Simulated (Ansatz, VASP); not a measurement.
# One calculation of GdIn, two programs

```
CELL_PARAMETERS angstrom
3.85536 0.00000 0.00000
0.00000 3.85536 0.00000
0.00000 0.00000 3.85536
ATOMIC_POSITIONS crystal
Gd 0.00000 0.00000 0.00000
In 0.50000 0.50000 0.50000
```

Alike in both runs: task single point; functional PBEsol; k mesh 8 × 8 × 8; occupations fermi-dirac, width 0.1 eV; collinear spin.

|  | VASP | Ansatz |
| --- | --- | --- |
| version | VASP 6.6.1 | Ansatz 0.2.0 |
| potentials or method | VASP PAW PBE potentials, release 64 (Gd, In_d), cutoff 520 eV | all-electron (LAPW or listed datasets) |

|  | VASP | Ansatz | Ansatz less VASP |
| --- | --- | --- | --- |
| net moment per atom (μB) | 3.59 | 3.59 | -0.002 |
| size of the moment on the site where the two differ most (μB) | 6.81 | 7.09 | +0.284 |

VASP's potentials were made for PBE, not for PBEsol. Site moments also hang on the region over which each program counts them. Ansatz ran all-electron here, and VASP with PAW potentials.

Neither program's run includes spin-orbit coupling.
